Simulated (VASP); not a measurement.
# MgF2 (P4_2/mnm) in VASP: notebook, part 2 of 2

VASP 6.6.1. The steps go on from the part before.

## 4. Single point, r2SCAN (uniaxial z strain +4.0%)

POSCAR reads:

```
MgF2
1.0
    4.6220159946      0.0000000000      0.0000000000
    0.0000000000      4.6220159946      0.0000000000
    0.0000000000      0.0000000000      3.1679562299
Mg F
2 4
Direct
    0.0000000000      0.0000000000      0.0000000000
    0.5000000000      0.5000000000      0.5000000000
    0.3043218350      0.3043218350      0.0000000000
    0.1956781650      0.8043218350      0.5000000000
    0.8043218350      0.1956781650      0.5000000000
    0.6956781650      0.6956781650      0.0000000000
```

INCAR.step1 reads:

```
SYSTEM = MgF2
PREC = Accurate
ENCUT = 920
ISMEAR = 0
SIGMA = 0.01
LREAL = .FALSE.
LASPH = .TRUE.
NELM = 120
NBANDS = 33
GGA = PE
ALGO = Normal
EDIFF = 1E-5
LWAVE = .TRUE.
LCHARG = .FALSE.
GGA_COMPAT = .FALSE.
```

INCAR.step2 reads:

```
SYSTEM = MgF2
PREC = Accurate
ENCUT = 920
EDIFF = 1E-6
ISMEAR = 0
SIGMA = 0.01
LREAL = .FALSE.
LASPH = .TRUE.
NELM = 120
ALGO = Normal
ISIF = 2
LWAVE = .FALSE.
LCHARG = .FALSE.
METAGGA = R2SCAN
LMIXTAU = .TRUE.
NBANDS = 33
ISTART = 1
GGA_COMPAT = .FALSE.
```

KPOINTS reads:

```
regular mesh
0
G
  6 6 8
  0 0 0
```

Potentials or basis: VASP PAW PBE potentials, release 64 (Mg_sv, F).

Launch:

```sh
$ cat potpaw_PBE.64/Mg_sv/POTCAR potpaw_PBE.64/F/POTCAR > POTCAR
$ cp INCAR.step1 INCAR
$ mpirun -np 1 vasp_std > vasp.out
$ cp INCAR.step2 INCAR
$ mpirun -np 1 vasp_std > vasp.out
```

OUTCAR:

```text
SYSTEM = MgF2
   PREC = Accurate
   ENCUT = 920
   EDIFF = 1E-6
   ISMEAR = 0
   LREAL = .FALSE.
   LASPH = .TRUE.
   NELM = 120
   ISIF = 2
   METAGGA = R2SCAN
   ISTART = 1

 ion  position               nearest neighbor table
   1  0.000  0.000  0.000-   3 1.99   6 1.99   5 2.04   4 2.04   4 2.04   5 2.04
   2  0.500  0.500  0.500-   4 1.99   5 1.99   3 2.04   6 2.04   3 2.04   6 2.04
   3  0.304  0.304  0.000-   1 1.99   2 2.04   2 2.04
   4  0.196  0.804  0.500-   2 1.99   1 2.04   1 2.04
   5  0.804  0.196  0.500-   2 1.99   1 2.04   1 2.04
   6  0.696  0.696  0.000-   1 1.99   2 2.04   2 2.04

  LATTYP: Found a simple tetragonal cell.
 ALAT       =     4.6220159946
 C/A-ratio  =     0.6854057263

  Lattice vectors:

 A1 = (   4.6220159946,   0.0000000000,   0.0000000000)
 A2 = (   0.0000000000,   4.6220159946,   0.0000000000)
 A3 = (   0.0000000000,   0.0000000000,   3.1679562299)

Analysis of symmetry for initial positions (statically):
=====================================================================
 Subroutine PRICEL returns:
 Original cell was already a primitive cell.

 Routine SETGRP: Setting up the symmetry group for a
 simple tetragonal supercell.

 Subroutine GETGRP returns: Found 16 space group operations
 (whereof  8 operations were pure point group operations)
 out of a pool of 16 trial point group operations.

The static configuration has the point symmetry D_2h.
 The point group associated with its full space group is D_4h.

Analysis of symmetry for dynamics (positions and initial velocities):
=====================================================================
 Subroutine PRICEL returns:
 Original cell was already a primitive cell.

 Routine SETGRP: Setting up the symmetry group for a
 simple tetragonal supercell.

 Subroutine GETGRP returns: Found 16 space group operations
[... 126 lines left out ...]
   EFERMI =   0.00;   METHOD = LEGACY
   ISMEAR =     0;   SIGMA  =   0.01  broadening in eV -4-tet -1-fermi 0-gaus
   EFERMI_NEDOS =   21; number of points for ismear=-14 and -15
   IALGO  =     38    algorithm
   IMIX   =      4    mixing-type and parameters
     AMIX     =   0.40;   BMIX     =  1.00
     AMIX_MAG =   1.60;   BMIX_MAG =  1.00
  volume/ion in A,a.u.               =      11.28        76.12
  Fermi-wavevector in a.u.,A,eV,Ry     =   1.459961  2.758926 29.000625  2.131486
  Thomas-Fermi vector in A             =   2.576467
   LORBIT       =      0    0 simple, 1 ext, 2 COOP (PROOUT), +10 PAW based schemes
   METAGGA = R2SCAN    functional components
   LHFCALC =     F    Hartree Fock is set to
   AEXX    =    0.0000 exact exchange contribution
   IVDW    =     0    specifies the selected vdW correction
   LEPSILON=     F    determine dielectric tensor
   LRPA    =     F    only Hartree local field effects (RPA)
 non-spin polarized calculation
 Gauss-broadening in eV      SIGMA  =   0.01
  energy-cutoff  :      920.00
  volume of cell :       67.68
 maximum number of plane-waves:      4368
 NGX is ok and might be reduce to    48
   NGX = 23   NGY = 23   NGZ = 15

 number of electron      48.0000009 magnetization

 Free energy of the ion-electron system (eV)
  ---------------------------------------------------
  ext. energy  EPLUGINS =         0.00000000
  ---------------------------------------------------
  free energy    TOTEN  =       -43.77405276 eV

  energy without entropy =      -43.77405276  energy(sigma->0) =      -43.77405276

 E-fermi :  -1.9476     XC(G=0): -10.3074

 val. band max:       -2.2084425468   @ k =   0.0000   0.0000   0.0000
 cond. band min:       5.5352779491   @ k =   0.0000   0.0000   0.0000
 fundamental gap:      7.7437204960
 Fermi energy:        -1.9476007879

 k-point     1 :       0.0000    0.0000    0.0000
  band No.  band energies     occupation
      1     -75.6674      2.00000
      2     -75.6666      2.00000
      3     -40.8147      2.00000
      4     -40.8147      2.00000
      5     -40.7754      2.00000
      6     -40.7754      2.00000
[... 853 lines left out ...]
     32      14.9262      0.00000
     33      16.4225      0.00000

 [... further k-points ...]
[... 5 lines left out ...]
  --------------------------------------------------------------------------------------
  -------------------------------------------------------------------------------------
  Total       -0.9138804     -0.9138804     -2.9741785      0.0000000      0.0000000      0.0000000
  in kB      -21.6350481    -21.6350481    -70.4101960      0.0000000      0.0000000      0.0000000
  external PRESSURE =     -37.8934307 kB  Pullay stress =       0.0000000 kB

 VOLUME and BASIS-vectors are now :
 -----------------------------------------------------------------------------
  energy-cutoff  :      920.00
  volume of cell :       67.68
      direct lattice vectors                 reciprocal lattice vectors
     4.622015995  0.000000000  0.000000000     0.216355807  0.000000000  0.000000000
     0.000000000  4.622015995  0.000000000     0.000000000  0.216355807  0.000000000
     0.000000000  0.000000000  3.167956230     0.000000000  0.000000000  0.315660927

 POSITION                                       TOTAL-FORCE (eV/Angst)
 -----------------------------------------------------------------------------------
      0.00000      0.00000      0.00000         0.000000     -0.000000     -0.000000
      2.31101      2.31101      1.58398         0.000000     -0.000000     -0.000000
      1.40658      1.40658      0.00000        -0.000231     -0.000231      0.000000
      0.90443      3.71759      1.58398         0.000231     -0.000231     -0.000000
      3.71759      0.90443      1.58398        -0.000231      0.000231     -0.000000
      3.21544      3.21544      0.00000         0.000231      0.000231     -0.000000
 -----------------------------------------------------------------------------------
    total drift:                                0.000000     -0.000000     -0.000000

  FREE ENERGIE OF THE ION-ELECTRON SYSTEM (eV)
  ---------------------------------------------------
  free  energy   TOTEN  =       -43.7740527633 eV

  energy  without entropy=      -43.7740527633  energy(sigma->0) =      -43.77405276
```

OSZICAR.step1:

```text
N       E                     dE             d eps       ncg     rms          rms(c)
DAV:   1     0.642552505579E+03    0.64255E+03   -0.40725E+04  3308   0.243E+03
DAV:   2     0.103342018680E+02   -0.63222E+03   -0.61270E+03  3889   0.605E+02
DAV:   3    -0.310402298422E+02   -0.41374E+02   -0.40976E+02  4912   0.139E+02
DAV:   4    -0.339319271022E+02   -0.28917E+01   -0.28735E+01  4530   0.286E+01
DAV:   5    -0.341109478089E+02   -0.17902E+00   -0.17900E+00  4294   0.394E+00    0.121E+01
DAV:   6    -0.314243468940E+02    0.26866E+01   -0.82074E+00  3945   0.178E+01    0.448E+00
DAV:   7    -0.314421492841E+02   -0.17802E-01   -0.25694E-01  3938   0.335E+00    0.256E+00
DAV:   8    -0.314620531740E+02   -0.19904E-01   -0.74351E-02  3683   0.247E+00    0.271E-01
DAV:   9    -0.314628542517E+02   -0.80108E-03   -0.10781E-02  4410   0.648E-01    0.165E-01
DAV:  10    -0.314634290895E+02   -0.57484E-03   -0.12366E-03  3669   0.257E-01    0.291E-02
DAV:  11    -0.314634293726E+02   -0.28311E-06   -0.36545E-05  3716   0.414E-02
   1 F= -.31463429E+02 E0= -.31463429E+02  d E =-.196699E-23
```

It took 9.1 min on 1 thread of Intel Xeon Platinum 8259CL at 2.50GHz (Skylake/Cascade Lake), shared host; peak memory 0.41 GiB.

Results:

- Free energy: -43.7741 eV
- Pressure: -3.8 GPa
- Band gap on the k mesh: 7.74 eV

Levels at points of the mesh, in eV from the valence-band top:
```csv
k point,band 20,band 21,band 22,band 23,band 24,band 25,band 26,band 27,band 28,band 29
"(0.00, 0.00, 0.00)",-1.23,-0.74,-0.27,-0.27,0.00,7.74,12.94,12.94,14.25,15.22
"(0.50, 0.00, 0.00)",-1.24,-0.98,-0.98,-0.35,-0.35,10.17,10.17,14.15,14.15,16.60
"(0.50, 0.50, 0.00)",-1.28,-0.85,-0.85,-0.67,-0.67,11.93,11.93,11.98,11.98,18.59
"(0.00, 0.00, 0.50)",-1.27,-1.10,-1.10,-0.79,-0.79,12.37,12.37,15.60,15.60,16.21
"(0.50, 0.00, 0.50)",-1.23,-0.66,-0.66,-0.61,-0.61,13.43,13.43,14.03,14.03,16.86
"(0.50, 0.50, 0.50)",-1.24,-0.55,-0.55,-0.43,-0.43,13.99,13.99,14.33,14.33,15.17
```

Caveat: the cell differs from its parent crystal (uniaxial z strain +4.0%); the cell stands under tension; the structure was generated, so it needn't be the stable form of MgF2; the PAW data sets were made with another functional, which shifts forces and pressure a little.

## 5. Summary

| potentials or basis | cell | cutoff (eV) | gap on the mesh (eV) | pressure (GPa) | largest force (eV/Å) |
| --- | --- | --- | --- | --- | --- |
| VASP PAW PBE potentials, release 64 (Mg, F) | a = 4.622, b = 4.622, c = 2.985 Å, 6 atoms, uniaxial z strain -2.0% | 660 | 8.21 | 0.9 | 0.01 |
| VASP PAW PBE potentials, release 64 (Mg, F) | a = 4.622, b = 4.622, c = 3.016 Å, 6 atoms, uniaxial z strain -1.0% | 660 | 8.12 | -0.3 | 0.01 |
| VASP PAW PBE potentials, release 64 (Mg_sv, F) | a = 4.622, b = 4.622, c = 3.168 Å, 6 atoms, uniaxial z strain +4.0% | 920 | 7.74 | -3.8 | - |

Alike in all rows: task single point; level r2SCAN; no spin polarisation; k mesh 6 × 6 × 8; smearing gaussian 0.01 eV.

Caveats: the structure was generated, so it needn't be the stable form of MgF2; the PAW data sets were made with another functional, which shifts forces and pressure a little; the cell stands under tension (at least some runs).

Total energies depend on the potentials used, so only differences within one code and one set of settings carry meaning.
